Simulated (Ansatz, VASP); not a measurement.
**TeS2 in VASP and in Ansatz**

```
Te S
1.0
     3.48143    0.00000    0.00000
    -1.74071    3.01501    0.00000
     0.00000    0.00000    5.57029
Te S
1 2
Direct
  0.00000 0.00000 0.00000
  0.33333 0.66667 0.25000
  0.66667 0.33333 0.75000
```

Alike in both runs: task relaxation of cell and atoms; functional PBE; k mesh 11 × 11 × 6; occupations fermi-dirac, width 0.08 eV; no spin polarisation.

```csv
,VASP,Ansatz
version,VASP 6.6.1,Ansatz 0.2.0
potentials or method,"VASP PAW PBE potentials, release 64 (Te, S)","PAW with Ansatz's default frozen-core files, scalar-relativistic"
plane-wave cutoff (eV),600,420
valence electrons in the cell,18,28
```

VASP gave:

```
relaxed volume (Å³/atom)                                     : 28.10
relaxed cell length with the largest relative difference (Å) : 6.637
```

**Question.** Which values does Ansatz return?

**Answer.** Relaxed volume (Å³/atom): 28.66; relaxed cell length with the largest relative difference (Å): 6.753.

VASP's potentials hold 18 valence electrons a cell and Ansatz's 28, so a difference there can come from the potentials and not from the codes.

Spin-orbit coupling is off throughout. Noted on VASP's run: the volume moved by over 15 % at a fixed basis, so the end points are rough.
